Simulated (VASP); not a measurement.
# SnO (Pmn2_1) in VASP: further runs

Runs on SnO. Level: PBEsol. Tasks: single point.

Everything below comes from runs of VASP 6.6.1. Logs are shortened: lines on timing, memory, paths and dates and some standing lists are left out, and cuts for length are marked.

## 1. The cell of the first run

Symmetry: Pmn2_1, No. 31, orthorhombic system. Conventional cell: a = 3.316 Å, b = 13.410 Å, c = 3.894 Å, α = 90.00°, β = 90.00°, γ = 90.00°. Sn (site symmetry m) has 3 O at 2.13 to 2.14 Å within 2.8 Å. Within 2.8 Å of Sn (site symmetry m) lie 3 O at 2.13 to 2.14 Å. O (site symmetry m) has 3 Sn at 2.13 to 2.14 Å and 4 O at 2.87 Å within 2.9 Å. Within 2.9 Å of O (site symmetry m) lie 3 Sn at 2.13 to 2.14 Å and 4 O at 2.87 Å.

## 2. Single point, PBEsol (the distance across one plane changed)

Contents of INCAR:

```
SYSTEM = SnO
ALGO = Normal ; EDIFF = 1E-7
ENCUT = 520 ; GGA = PS
ISIF = 2 ; ISMEAR = 0
LASPH = .True. ; LCHARG = .True.
LELF = .True. ; LREAL = .False.
LVHAR = .True. ; LWAVE = .False.
NBANDS = 50 ; NELM = 80
PREC = Accurate ; SIGMA = 0.05
```

Contents of KPOINTS:

```
k-points
0
Gamma
  7 8 3
  0 0 0
```

Contents of POSCAR:

```
SnO
1.0
    0.0000000000      0.0000000000     -3.8941645687
   -3.3156086772      0.0000000000      0.0000000000
    0.0000000000     13.4100010796      0.0000000000
Sn O
4 4
Direct
    0.4738257379      0.0000000000      0.7376033835
    0.4738257379      0.0000000000      0.3121745931
    0.9738257379      0.5000000000      0.1132541974
    0.9738257379      0.5000000000      0.5386829879
    0.2761732621      0.0000000000      0.1639418049
    0.2761732621      0.0000000000      0.5893705954
    0.7761732621      0.5000000000      0.6869157761
    0.7761732621      0.5000000000      0.2614869856
```

Potentials or basis: VASP PAW PBE potentials, release 64 (Sn_d, O).

The run is started by

```bash
$ cat potpaw_PBE.64/Sn_d/POTCAR potpaw_PBE.64/O/POTCAR > POTCAR
$ mpirun -np 1 vasp_std > vasp.out
```

OUTCAR:

```text
SYSTEM = SnO
   EDIFF = 1E-7
   ENCUT = 520
   GGA = PS
   ISIF = 2
   ISMEAR = 0
   LASPH = .True.
   LREAL = .False.
   NELM = 80
   PREC = Accurate

 ion  position               nearest neighbor table
   1  0.474  0.000  0.738-   6 2.13   7 2.14   7 2.14   4 3.70   4 3.70   4 3.70   4 3.70
   2  0.474  0.000  0.312-   5 2.13   8 2.14   8 2.14   3 3.70   3 3.70   3 3.70   3 3.70
   3  0.974  0.500  0.113-   8 2.13   5 2.14   5 2.14   2 3.70   2 3.70   2 3.70   2 3.70
   4  0.974  0.500  0.539-   7 2.13   6 2.14   6 2.14   1 3.70   1 3.70   1 3.70   1 3.70
   5  0.276  0.000  0.164-   2 2.13   3 2.14   3 2.14
   6  0.276  0.000  0.589-   1 2.13   4 2.14   4 2.14
   7  0.776  0.500  0.687-   4 2.13   1 2.14   1 2.14
   8  0.776  0.500  0.261-   3 2.13   2 2.14   2 2.14

  LATTYP: Found a simple orthorhombic cell.
 ALAT       =     3.3156086772
 B/A-ratio  =     1.1744946246
 C/A-ratio  =     4.0445065703

  Lattice vectors:

 A1 = (   3.3156086772,   0.0000000000,   0.0000000000)
 A2 = (   0.0000000000,   0.0000000000,  -3.8941645687)
 A3 = (   0.0000000000,  13.4100010796,   0.0000000000)

Analysis of symmetry for initial positions (statically):
=====================================================================
 Subroutine PRICEL returns:
 Original cell was already a primitive cell.

 Routine SETGRP: Setting up the symmetry group for a
 simple orthorhombic supercell.

 Subroutine GETGRP returns: Found  4 space group operations
 (whereof  2 operations were pure point group operations)
 out of a pool of  8 trial point group operations.

The static configuration has the point symmetry C_1h.
 The point group associated with its full space group is C_2v.

Analysis of symmetry for dynamics (positions and initial velocities):
=====================================================================
 Subroutine PRICEL returns:
 Original cell was already a primitive cell.

 Routine SETGRP: Setting up the symmetry group for a
 simple orthorhombic supercell.

 Subroutine GETGRP returns: Found  4 space group operations
 (whereof  2 operations were pure point group operations)
 out of a pool of  8 trial point group operations.

The dynamic configuration has the point symmetry C_1h.
 The point group associated with its full space group is C_2v.

 Subroutine INISYM returns: Found  4 space group operations
 (whereof  2 operations are pure point group operations),
 and found     1 'primitive' translations

----------------------------------------------------------------------------------------

                                     Primitive cell

  volume of cell :     173.1436

  direct lattice vectors                    reciprocal lattice vectors
     0.000000000  0.000000000 -3.894164569     0.000000000  0.000000000 -0.256794489
    -3.315608677  0.000000000  0.000000000    -0.301603747  0.000000000  0.000000000
     0.000000000 13.410001080  0.000000000     0.000000000  0.074571210  0.000000000

  length of vectors
     3.894164569  3.315608677 13.410001080     0.256794489  0.301603747  0.074571210

  position of ions in fractional coordinates (direct lattice)
     0.473825738  0.000000000  0.737603384
     0.473825738  0.000000000  0.312174593
     0.973825738  0.500000000  0.113254197
     0.973825738  0.500000000  0.538682988
     0.276173262  0.000000000  0.163941805
     0.276173262  0.000000000  0.589370595
     0.776173262  0.500000000  0.686915776
     0.776173262  0.500000000  0.261486986

  ion indices of the primitive-cell ions
   primitive index   ion index
                 1           1
                 2           2
                 3           3
                 4           4
                 5           5
                 6           6
                 7           7
                 8           8

----------------------------------------------------------------------------------------

 KPOINTS: k-points

Automatic generation of k-mesh.
 Grid dimensions read from file:
 generate k-points for:    7    8    3

 Generating k-lattice:

  Cartesian coordinates                     Fractional coordinates (reciprocal lattice)
     0.000000000  0.000000000 -0.036684927     0.142857143  0.000000000  0.000000000
    -0.037700468  0.000000000  0.000000000     0.000000000  0.125000000  0.000000000
     0.000000000  0.024857070  0.000000000     0.000000000  0.000000000  0.333333333

  Length of vectors
     0.036684927  0.037700468  0.024857070

  Shift w.r.t. Gamma in fractional coordinates (k-lattice)
     0.000000000  0.000000000  0.000000000

 Subroutine IBZKPT returns following result:
 ===========================================

 Found     40 irreducible k-points:

 Following reciprocal coordinates:
            Coordinates               Weight
  0.000000  0.000000  0.000000      1.000000
  0.142857  0.000000  0.000000      2.000000
  0.285714  0.000000  0.000000      2.000000
  0.428571  0.000000  0.000000      2.000000
  0.000000  0.125000  0.000000      2.000000
  0.142857  0.125000  0.000000      4.000000
[... 16 lines left out ...]
  0.285714  0.000000  0.333333      4.000000
  0.428571  0.000000  0.333333      4.000000
 [... further k-points ...]
   k-points           NKPTS =     40   k-points in BZ     NKDIM =     40   number of bands    NBANDS=     50
   number of dos      NEDOS =    301   number of ions     NIONS =      8
   total plane-waves  NPLWV =  84000
   dimension x,y,z NGX =    30 NGY =   28 NGZ =  100
   dimension x,y,z NGXF=    60 NGYF=   56 NGZF=  200
   ions per type =               4   4
   NGX,Y,Z   is equivalent  to a cutoff of  12.81, 14.04, 12.40 a.u.
   NGXF,Y,Z  is equivalent  to a cutoff of  25.61, 28.08, 24.79 a.u.
 SYSTEM =  SnO
   PREC   = accura    normal or accurate (medium, high low for compatibility)
   ISTART =      0    job   : 0-new  1-cont  2-samecut
   ICHARG =      2    charge: 1-file 2-atom 10-const
   ISPIN  =      1    spin polarized calculation?
   LNONCOLLINEAR =      F non collinear calculations
   LSORBIT =      F    spin-orbit coupling
   LASPH  =      T    aspherical Exc in radial PAW
   ENCUT  =  520.0 eV  38.22 Ry    6.18 a.u.   7.24  6.16 24.93*2*pi/ulx,y,z
   NELM   =     80;   NELMIN=  2; NELMDL= -5     # of ELM steps
   EDIFF  = 0.1E-06   stopping-criterion for ELM
   LREAL  =      F    real-space projection
   EDIFFG = 0.1E-05   stopping-criterion for IOM
   NSW    =      0    number of steps for IOM
   IBRION =     -1    ionic relax: 0-MD 1-quasi-New 2-CG
   NFREE  =      0    steps in history (QN), initial steepest desc. (CG)
   ISIF   =      2    stress and relaxation
   ISYM   =      2    0-nonsym 1-usesym 2-fastsym
   POTIM  = 0.5000    time-step for ionic-motion
   TEBEG  =    0.0;   TEEND  =   0.0 temperature during run
   PSTRESS=    0.0 pullay stress
   NELECT =      80.0000    total number of electrons
   NUPDOWN=      -1.0000    fix difference up-down
   EMIN   =  10.00;   EMAX   =-10.00  energy-range for DOS
   EFERMI =   0.00;   METHOD = LEGACY
   ISMEAR =     0;   SIGMA  =   0.05  broadening in eV -4-tet -1-fermi 0-gaus
   EFERMI_NEDOS =   21; number of points for ismear=-14 and -15
   IALGO  =     38    algorithm
   IMIX   =      4    mixing-type and parameters
     AMIX     =   0.40;   BMIX     =  1.00
     AMIX_MAG =   1.60;   BMIX_MAG =  1.00
  volume/ion in A,a.u.               =      21.64       146.05
  Fermi-wavevector in a.u.,A,eV,Ry     =   1.265618  2.391672 21.793667  1.601789
  Thomas-Fermi vector in A             =   2.398862
   LORBIT       =      0    0 simple, 1 ext, 2 COOP (PROOUT), +10 PAW based schemes
   GGA     = PS    functional components
   LHFCALC =     F    Hartree Fock is set to
   AEXX    =    0.0000 exact exchange contribution
   IVDW    =     0    specifies the selected vdW correction
   LEPSILON=     F    determine dielectric tensor
   LRPA    =     F    only Hartree local field effects (RPA)
 non-spin polarized calculation
 Gauss-broadening in eV      SIGMA  =   0.05
  energy-cutoff  :      520.00
  volume of cell :      173.14
 maximum number of plane-waves:      4688
 NGX is ok and might be reduce to    30
   NGX = 15   NGY = 13   NGZ = 49

 number of electron      80.0000014 magnetization

 Free energy of the ion-electron system (eV)
  ---------------------------------------------------
  ext. energy  EPLUGINS =         0.00000000
  ---------------------------------------------------
  free energy    TOTEN  =       -47.51561889 eV

  energy without entropy =      -47.51561889  energy(sigma->0) =      -47.51561889

 E-fermi :   4.0133     XC(G=0):  -9.1354

 val. band max:        3.7908108793   @ k =   0.0000   0.1250   0.0000
 cond. band min:       5.6648080159   @ k =   0.0000   0.3750   0.0000
 fundamental gap:      1.8739971367
 Fermi energy:         4.0132610978

 k-point     1 :       0.0000    0.0000    0.0000
  band No.  band energies     occupation
      1     -17.1062      2.00000
      2     -17.1006      2.00000
      3     -16.7473      2.00000
      4     -16.7442      2.00000
      5     -16.6579      2.00000
      6     -16.6535      2.00000
[... 42 lines left out ...]
     49      11.3302      0.00000
     50      11.9531      0.00000

 k-point     2 :       0.1429    0.0000    0.0000
  band No.  band energies     occupation
      1     -17.0948      2.00000
      2     -17.0898      2.00000
      3     -16.7695      2.00000
      4     -16.7667      2.00000
      5     -16.6515      2.00000
      6     -16.6472      2.00000
[... 42 lines left out ...]
     49      11.3539      0.00000
     50      12.0644      0.00000

 k-point     3 :       0.2857    0.0000    0.0000
  band No.  band energies     occupation
      1     -17.0603      2.00000
      2     -17.0571      2.00000
      3     -16.8366      2.00000
      4     -16.8343      2.00000
      5     -16.6371      2.00000
      6     -16.6337      2.00000
[... 1102 lines left out ...]
     49      11.4849      0.00000
     50      11.9746      0.00000

 k-point    24 :       0.4286    0.0000    0.3333
  band No.  band energies     occupation
      1     -17.0034      2.00000
      2     -17.0023      2.00000
      3     -16.9220      2.00000
      4     -16.9211      2.00000
      5     -16.6254      2.00000
      6     -16.6243      2.00000
[... 42 lines left out ...]
     49      11.5364      0.00000
     50      11.7948      0.00000

 [... further k-points ...]

------------------------ aborting loop because EDIFF is reached ----------------------------------------

  FORCE on cell =-STRESS in cart. coord.  units (eV):
  Direction    XX          YY          ZZ          XY          YZ          ZX
  --------------------------------------------------------------------------------------
  -------------------------------------------------------------------------------------
  Total        0.6077040     -0.0331780      0.1592753      0.0000000      0.0000000      0.0000000
  in kB        5.6233650     -0.3070111      1.4738478      0.0000000      0.0000000      0.0000000
  external PRESSURE =       2.2634006 kB  Pullay stress =       0.0000000 kB

 VOLUME and BASIS-vectors are now :
 -----------------------------------------------------------------------------
  energy-cutoff  :      520.00
  volume of cell :      173.14
      direct lattice vectors                 reciprocal lattice vectors
     0.000000000  0.000000000 -3.894164569     0.000000000  0.000000000 -0.256794489
    -3.315608677  0.000000000  0.000000000    -0.301603747  0.000000000  0.000000000
     0.000000000 13.410001080  0.000000000     0.000000000  0.074571210  0.000000000

 POSITION                                       TOTAL-FORCE (eV/Angst)
 -----------------------------------------------------------------------------------
      0.00000      9.89126     -1.84516         0.000000      0.025458      0.071102
      0.00000      4.18626     -1.84516         0.000000      0.081812      0.029975
     -1.65780      1.51874     -3.79224         0.000000     -0.025458      0.071102
     -1.65780      7.22374     -3.79224         0.000000     -0.081812      0.029975
      0.00000      2.19846     -1.07546         0.000000     -0.038204     -0.056718
      0.00000      7.90346     -1.07546         0.000000      0.050358     -0.044359
     -1.65780      9.21154     -3.02255         0.000000      0.038204     -0.056718
     -1.65780      3.50654     -3.02255         0.000000     -0.050358     -0.044359
 -----------------------------------------------------------------------------------
    total drift:                               -0.000000     -0.000022     -0.001196

  FREE ENERGIE OF THE ION-ELECTRON SYSTEM (eV)
  ---------------------------------------------------
  free  energy   TOTEN  =       -47.5156188877 eV

  energy  without entropy=      -47.5156188877  energy(sigma->0) =      -47.51561889
```

It took 14 min on 1 thread of Oxide Virtual Turin-like, shared host; peak memory 0.39 GiB.

Results:

- Free energy: -47.5156 eV
- Pressure: 0.2 GPa
- Largest force: 0.087 eV/Å
- Band gap on the k mesh: 1.87 eV (least direct gap 2.15 eV)

Forces in eV/Å, atoms in the order of the input:
```
Sn   0.000  0.025  0.071
Sn   0.000  0.082  0.030
Sn   0.000 -0.025  0.071
Sn   0.000 -0.082  0.030
O    0.000 -0.038 -0.057
O    0.000  0.050 -0.044
O    0.000  0.038 -0.057
O    0.000 -0.050 -0.044
```

Stress tensor (GPa, compression positive):
```
 0.56  0.00  0.00
 0.00 -0.03  0.00
 0.00  0.00  0.15
```

Levels at points of the mesh, in eV from the valence-band top:
| k point | band 36 | band 37 | band 38 | band 39 | band 40 | band 41 | band 42 | band 43 | band 44 | band 45 |
| --- | --- | --- | --- | --- | --- | --- | --- | --- | --- | --- |
| (0.00, 0.00, 0.00) | -2.45 | -1.92 | -1.73 | -1.03 | 0.00 | 2.99 | 3.43 | 3.44 | 4.93 | 5.10 |
| (0.00, 0.50, 0.00) | -2.46 | -0.90 | -0.90 | -0.62 | -0.62 | 2.15 | 2.15 | 2.58 | 2.58 | 5.93 |

Caveat: the cell differs from its parent crystal (the distance across one plane changed); the PAW data sets were made with another functional, which shifts forces and pressure a little; spin-orbit coupling is left out, which moves the levels of the heavy elements. A k mesh can miss the band edges.

[end of part 1 of 2]
